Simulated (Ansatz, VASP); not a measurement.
**One calculation of SiC, two programs**

INCAR

```
SYSTEM = SiC
  PREC = Accurate
  ENCUT = 520
  EDIFF = 1E-6
  ISMEAR = 0
  SIGMA = 0.05
  LREAL = .FALSE.
  LASPH = .TRUE.
  NELM = 80
  ALGO = Normal
  ISIF = 2
  LWAVE = .FALSE.
  LCHARG = .FALSE.
  GGA = PE
  NBANDS = 16
```

The input KPOINTS:

```
regular mesh
0
G
  12 12 6
  0 0 0
```

File POSCAR:

```
SiC
1.0
    3.0917664073      0.0000000000      0.0000000000
   -1.5458832036      2.6775482513      0.0000000000
    0.0000000000      0.0000000000      5.4799428716
Si C
2 2
Direct
    0.3333333333      0.6666666667      0.0045635313
    0.6666666667      0.3333333333      0.5045635313
    0.3333333333      0.6666666667      0.3804364687
    0.6666666667      0.3333333333      0.8804364687
```

Input for Ansatz:

```yaml
crystal:
  lattice:
    - [3.0917664073, 0.0, 0.0]
    - [-1.5458832036, 2.6775482513, 0.0]
    - [0.0, 0.0, 5.4799428716]
  atoms:
    - { symbol: Si, position: [0.3333333333, 0.6666666667, 0.0045635313] }
    - { symbol: Si, position: [0.6666666667, 0.3333333333, 0.5045635313] }
    - { symbol: C, position: [0.3333333333, 0.6666666667, 0.3804364687] }
    - { symbol: C, position: [0.6666666667, 0.3333333333, 0.8804364687] }
basis:
  ecutwfc: 420
kpoints:
  mp_grid: { grid: [12, 12, 6] }
hamiltonian:
  xc: pbe
scf:
  occupations: { method: gaussian, width: 0.05 }
output:
  forces: true
  stress: true
  eigenvalues: true
```

Change from the starting cell: strain +0.000 along x and y, +0.080 along z, atoms carried along.

Alike in both runs: task single point; functional PBE; k mesh 12 × 12 × 6; occupations gaussian, width 0.05 eV; no spin polarisation.

|  | VASP | Ansatz |
| --- | --- | --- |
| version | VASP 6.6.1 | Ansatz 0.2.0 |
| potentials or method | VASP PAW PBE potentials, release 64 (Si, C), cutoff 520 eV | scalar-relativistic, plane waves, PAW |
| valence electrons in the cell | 16 | 16 |

Ansatz gave:

```
gap on the k mesh at the Fermi level (eV)                     : 2.18
least direct gap on the mesh (eV)                             : 3.73
pressure (GPa)                                                : -12.4
traceless stress, the component that is largest in VASP (GPa) : -21.01
rms of the force components (eV/Å)                            : 0.066
```

Problem. Which values does VASP return?

Solution. gap on the k mesh at the Fermi level (eV): 2.18; least direct gap on the mesh (eV): 3.74; pressure (GPa): -12.5; traceless stress, the component that is largest in VASP (GPa): -21.10; rms of the force components (eV/Å): 0.067.

Atom by atom the forces differ by 0.001 eV/Å (rms over components).
